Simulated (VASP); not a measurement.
A run of VASP 6.6.1 is set up as follows.

File INCAR:

```
PREC = Accurate
ENCUT = 520
EDIFF = 1E-7
ISMEAR = -1
SIGMA = 0.02
LREAL = False
LASPH = True
NELM = 80
ALGO = Normal
ISIF = 2
LWAVE = False
LCHARG = True
GGA = PE
LELF = True
LVHAR = True
NBANDS = 16
```

The input KPOINTS:

```
Automatic mesh
0
Gamma
  6 6 6
```

The input POSCAR:

```
GaP
1.0
    0.0000000000      2.7252500000      2.7252500000
    2.7252500000      0.0000000000      2.7252500000
    2.7252500000      2.7252500000      0.0000000000
Ga P
1 1
Direct
    0.0000000000      0.0000000000      0.0000000000
    0.7500000000      0.7500000000      0.7500000000
```

Potentials or basis: VASP PAW PBE potentials, release 64 (Ga_d, P).

Run with:

```console
$ cat potpaw_PBE.64/Ga_d/POTCAR potpaw_PBE.64/P/POTCAR > POTCAR
$ mpirun -np 1 vasp_std > vasp.out
```

Estimate the band gap on the k mesh.

1.65 eV (least direct gap 1.82 eV).

Estimate the pressure.

2.5 GPa.

A k mesh can miss the band edges. Expect the measured gap to be larger: semilocal functionals such as PBE lack the derivative discontinuity.
